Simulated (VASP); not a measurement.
# Re (Fm-3m) in VASP: relaxation of cell and atoms with LDA

Aim: the relaxation of cell and atoms of Re with LDA.

All numbers are computed with VASP 6.6.1; they aren't measurements. Logs are shortened: lines on timing, memory, paths and dates and some standing lists are left out, and cuts for length are marked.

### Step 1. The cell of the first run

The structure is cubic, space group Fm-3m (No. 225). The conventional cell has a = 3.915 Å, b = 3.915 Å, c = 3.915 Å, α = 90.00°, β = 90.00°, γ = 90.00°. Within 3.6 Å of Re (site symmetry m-3m) lie 12 Re at 2.77 Å.

This isn't the form of Re at room conditions, which is hcp.

### Step 2. Relaxation of cell and atoms, LDA

INCAR reads:

```
ALGO     = Normal         # electronic algorithm
EDIFF    = 1E-7           # SCF threshold, eV
EDIFFG   = -0.005         # ionic threshold
ENCUT    = 560            # plane-wave cutoff, eV
GGA      = CA             # functional
GGA_COMPAT= False        
IBRION   = 2              # ionic algorithm
ISIF     = 3              # what is computed and relaxed
ISMEAR   = 0              # smearing method
LASPH    = True           # aspherical terms in the spheres
LCHARG   = False          # write CHGCAR
LREAL    = False          # projectors in reciprocal space
LWAVE    = False          # write WAVECAR
NELM     = 120            # most SCF steps
NELMIN   = 4            
NSW      = 70             # ionic steps
PREC     = Accurate       # precision mode
SIGMA    = 0.1            # smearing width, eV
```

KPOINTS reads:

```
k-points
0
Gamma
  18 18 18
```

POSCAR reads:

```
Re
1.0
    0.0000000000      1.9577236231      1.9577236231
    1.9577236231      0.0000000000      1.9577236231
    1.9577236231      1.9577236231      0.0000000000
Re
1
Direct
    0.0000000000      0.0000000000      0.0000000000
```

Potentials or basis: VASP PAW LDA potentials, release 64 (Re_sv_GW).

Started as:

```console
> cat potpaw_LDA.64/Re_sv_GW/POTCAR > POTCAR
> mpirun -np 1 vasp_std > vasp.out
```

OUTCAR:

```text
EDIFF = 1E-7
   EDIFFG = -0.005
   ENCUT = 560
   GGA = CA
   IBRION = 2
   ISIF = 3
   ISMEAR = 0
   LASPH = True
   LREAL = False
   NELM = 120
   NELMIN = 4
   NSW = 70
   PREC = Accurate

 ion  position               nearest neighbor table
   1  0.000  0.000  0.000-

  LATTYP: Found a face centered cubic cell.
 ALAT       =     3.9154472462

  Lattice vectors:

 A1 = (   0.0000000000,   1.9577236231,   1.9577236231)
 A2 = (   1.9577236231,   0.0000000000,   1.9577236231)
 A3 = (   1.9577236231,   1.9577236231,   0.0000000000)

Analysis of symmetry for initial positions (statically):
=====================================================================
 Subroutine PRICEL returns:
 Original cell was already a primitive cell.

 Routine SETGRP: Setting up the symmetry group for a
 face centered cubic supercell.

 Subroutine GETGRP returns: Found 48 space group operations
 (whereof 48 operations were pure point group operations)
 out of a pool of 48 trial point group operations.

The static configuration has the point symmetry O_h .

Analysis of symmetry for dynamics (positions and initial velocities):
=====================================================================
 Subroutine PRICEL returns:
 Original cell was already a primitive cell.

 Routine SETGRP: Setting up the symmetry group for a
 face centered cubic supercell.

 Subroutine GETGRP returns: Found 48 space group operations
 (whereof 48 operations were pure point group operations)
 out of a pool of 48 trial point group operations.

The dynamic configuration has the point symmetry O_h .

 Subroutine INISYM returns: Found 48 space group operations
 (whereof 48 operations are pure point group operations),
 and found     1 'primitive' translations

----------------------------------------------------------------------------------------

                                     Primitive cell

  volume of cell :      15.0067

  direct lattice vectors                    reciprocal lattice vectors
     0.000000000  1.957723623  1.957723623    -0.255398665  0.255398665  0.255398665
     1.957723623  0.000000000  1.957723623     0.255398665 -0.255398665  0.255398665
     1.957723623  1.957723623  0.000000000     0.255398665  0.255398665 -0.255398665

  length of vectors
     2.768639299  2.768639299  2.768639299     0.442363464  0.442363464  0.442363464

  position of ions in fractional coordinates (direct lattice)
     0.000000000  0.000000000  0.000000000

  ion indices of the primitive-cell ions
   primitive index   ion index
                 1           1

----------------------------------------------------------------------------------------

 KPOINTS: k-points

Automatic generation of k-mesh.
 Grid dimensions read from file:
 generate k-points for:   18   18   18

 Generating k-lattice:

  Cartesian coordinates                     Fractional coordinates (reciprocal lattice)
    -0.014188815  0.014188815  0.014188815     0.055555556  0.000000000  0.000000000
     0.014188815 -0.014188815  0.014188815     0.000000000  0.055555556  0.000000000
     0.014188815  0.014188815 -0.014188815     0.000000000  0.000000000  0.055555556

  Length of vectors
     0.024575748  0.024575748  0.024575748

  Shift w.r.t. Gamma in fractional coordinates (k-lattice)
     0.000000000  0.000000000  0.000000000

 Subroutine IBZKPT returns following result:
 ===========================================

 Found    195 irreducible k-points:

 Following reciprocal coordinates:
            Coordinates               Weight
  0.000000  0.000000  0.000000      1.000000
  0.055556  0.000000  0.000000      8.000000
  0.111111  0.000000  0.000000      8.000000
  0.166667  0.000000  0.000000      8.000000
  0.222222  0.000000  0.000000      8.000000
  0.277778  0.000000  0.000000      8.000000
[... 16 lines left out ...]
 -0.277778  0.055556  0.000000     24.000000
 -0.222222  0.055556  0.000000     24.000000
 [... further k-points ...]
   k-points           NKPTS =    195   k-points in BZ     NKDIM =    195   number of bands    NBANDS=     11
   number of dos      NEDOS =    301   number of ions     NIONS =      1
   total plane-waves  NPLWV =  13824
   dimension x,y,z NGX =    24 NGY =   24 NGZ =   24
   dimension x,y,z NGXF=    48 NGYF=   48 NGZF=   48
   ions per type =               1
   NGX,Y,Z   is equivalent  to a cutoff of  14.41, 14.41, 14.41 a.u.
   NGXF,Y,Z  is equivalent  to a cutoff of  28.82, 28.82, 28.82 a.u.
 SYSTEM =  unknown system
   PREC   = accura    normal or accurate (medium, high low for compatibility)
   ISTART =      0    job   : 0-new  1-cont  2-samecut
   ICHARG =      2    charge: 1-file 2-atom 10-const
   ISPIN  =      1    spin polarized calculation?
   LNONCOLLINEAR =      F non collinear calculations
   LSORBIT =      F    spin-orbit coupling
   LASPH  =      T    aspherical Exc in radial PAW
   ENCUT  =  560.0 eV  41.16 Ry    6.42 a.u.   5.34  5.34  5.34*2*pi/ulx,y,z
   NELM   =    120;   NELMIN=  4; NELMDL= -5     # of ELM steps
   EDIFF  = 0.1E-06   stopping-criterion for ELM
   LREAL  =      F    real-space projection
   EDIFFG = -.5E-02   stopping-criterion for IOM
   NSW    =     70    number of steps for IOM
   IBRION =      2    ionic relax: 0-MD 1-quasi-New 2-CG
   NFREE  =      1    steps in history (QN), initial steepest desc. (CG)
   ISIF   =      3    stress and relaxation
   ISYM   =      2    0-nonsym 1-usesym 2-fastsym
   POTIM  = 0.5000    time-step for ionic-motion
   TEBEG  =    0.0;   TEEND  =   0.0 temperature during run
   PSTRESS=    0.0 pullay stress
   NELECT =      15.0000    total number of electrons
   NUPDOWN=      -1.0000    fix difference up-down
   EMIN   =  10.00;   EMAX   =-10.00  energy-range for DOS
   EFERMI =   0.00;   METHOD = LEGACY
   ISMEAR =     0;   SIGMA  =   0.10  broadening in eV -4-tet -1-fermi 0-gaus
   EFERMI_NEDOS =   21; number of points for ismear=-14 and -15
   IALGO  =     38    algorithm
   IMIX   =      4    mixing-type and parameters
     AMIX     =   0.40;   BMIX     =  1.00
     AMIX_MAG =   1.60;   BMIX_MAG =  1.00
  volume/ion in A,a.u.               =      15.01       101.27
  Fermi-wavevector in a.u.,A,eV,Ry     =   1.636856  3.093210 36.454067  2.679298
  Thomas-Fermi vector in A             =   2.728093
   LORBIT       =      0    0 simple, 1 ext, 2 COOP (PROOUT), +10 PAW based schemes
   GGA     = CA    functional components
   LHFCALC =     F    Hartree Fock is set to
   AEXX    =    0.0000 exact exchange contribution
   IVDW    =     0    specifies the selected vdW correction
   LEPSILON=     F    determine dielectric tensor
   LRPA    =     F    only Hartree local field effects (RPA)
 conjugate gradient relaxation of ions
 non-spin polarized calculation
 Gauss-broadening in eV      SIGMA  =   0.10
  energy-cutoff  :      560.00
  volume of cell :       15.01
 maximum number of plane-waves:       465
 NGX is ok and might be reduce to    24
   NGX = 11   NGY = 11   NGZ = 11

--------------------------------------- Ionic step        1  -------------------------------------------

 number of electron      15.0000001 magnetization

 Free energy of the ion-electron system (eV)
  ---------------------------------------------------
  ext. energy  EPLUGINS =         0.00000000
  ---------------------------------------------------
  free energy    TOTEN  =       -15.28114189 eV

  energy without entropy =      -15.27652958  energy(sigma->0) =      -15.27883573

------------------------ aborting loop because EDIFF is reached ----------------------------------------

  FORCE on cell =-STRESS in cart. coord.  units (eV):
  Direction    XX          YY          ZZ          XY          YZ          ZX
  --------------------------------------------------------------------------------------
  -------------------------------------------------------------------------------------
  Total       -1.4621776     -1.4621776     -1.4621776      0.0000000      0.0000000      0.0000000
  in kB     -156.1085051   -156.1085051   -156.1085051      0.0000000      0.0000000      0.0000000
  external PRESSURE =    -156.1085051 kB  Pullay stress =       0.0000000 kB
[... 125 lines left out ...]
  energy  without entropy=      -15.3079645369  energy(sigma->0) =      -15.31008804

--------------------------------------- Ionic step        5  -------------------------------------------

 number of electron      14.9999999 magnetization

 Free energy of the ion-electron system (eV)
  ---------------------------------------------------
  ext. energy  EPLUGINS =         0.00000000
  ---------------------------------------------------
  free energy    TOTEN  =       -15.31222135 eV

  energy without entropy =      -15.30798387  energy(sigma->0) =      -15.31010261

 E-fermi :  13.4394     XC(G=0): -14.5539

 val. band max:       13.4383215117   @ k =  -0.3333   0.2778   0.0000
 cond. band min:      13.4410887649   @ k =   0.5000   0.3889   0.0556
 fundamental gap:      0.0027672532
 Fermi energy:        13.4393634609

 k-point     1 :       0.0000    0.0000    0.0000
  band No.  band energies     occupation
      1     -66.2718      2.00000
      2     -27.6872      2.00000
      3     -27.6872      2.00000
      4     -27.6872      2.00000
      5       3.2441      2.00000
      6      11.4508      2.00000
      7      11.4508      2.00000
      8      11.4508      2.00000
      9      14.7359      0.00000
     10      14.7359      0.00000
     11      26.5493      0.00000
[... 309 lines left out ...]
 k-point    24 :      -0.2222    0.0556    0.0000
  band No.  band energies     occupation
      1     -66.2072      2.00000
      2     -28.3421      2.00000
      3     -27.8177      2.00000
      4     -27.7585      2.00000
      5       5.6058      2.00000
      6      10.4942      2.00000
      7      11.9209      2.00000
      8      12.0535      2.00000
      9      14.2689      0.00000
     10      15.3672      0.00000
     11      27.3292      0.00000

 [... further k-points ...]

------------------------ aborting loop because EDIFF is reached ----------------------------------------

  FORCE on cell =-STRESS in cart. coord.  units (eV):
  Direction    XX          YY          ZZ          XY          YZ          ZX
  --------------------------------------------------------------------------------------
  -------------------------------------------------------------------------------------
  Total        0.0034531      0.0034531      0.0034531      0.0000000     -0.0000000      0.0000000
  in kB        0.3844343      0.3844343      0.3844343      0.0000000     -0.0000000      0.0000000
  external PRESSURE =       0.3844343 kB  Pullay stress =       0.0000000 kB
[... 16 lines left out ...]
  FREE ENERGIE OF THE ION-ELECTRON SYSTEM (eV)
  ---------------------------------------------------
  free  energy   TOTEN  =       -15.3122213507 eV

  energy  without entropy=      -15.3079838728  energy(sigma->0) =      -15.31010261

 reached required accuracy - stopping structural energy minimisation
```

It took 2 min on 1 thread of Intel Xeon Platinum 8259CL at 2.50GHz (Skylake/Cascade Lake), shared host; peak memory 0.17 GiB.

What came out:

```yaml
Free_energy: -15.3122 eV
Relaxed_volume: 14.39 Å³/atom
Relaxed_cell: a = 2.730 Å, b = 2.730 Å, c = 2.730 Å, α = 60.00°, β = 60.00°, γ = 60.00°
Space_group_after_relaxing_to_0.1_Å: Fm-3m (No. 225)
Pressure_after_relaxing: 0.0 GPa
Band_gap_on_the_k_mesh: zero (an odd number of electrons rules out a gap without spin polarisation)
```

Final structure:
```cif
data_structure
_symmetry_space_group_name_H-M 'P 1'
_symmetry_Int_Tables_number 1
_cell_length_a 2.7303
_cell_length_b 2.7303
_cell_length_c 2.7303
_cell_angle_alpha 60.000
_cell_angle_beta 60.000
_cell_angle_gamma 60.000
_cell_volume 14.39
loop_
_atom_site_label
_atom_site_type_symbol
_atom_site_fract_x
_atom_site_fract_y
_atom_site_fract_z
_atom_site_occupancy
Re1 Re 0.00000 0.00000 0.00000 1
```

Caveat: spin-orbit coupling is left out, which moves the levels of the heavy elements.
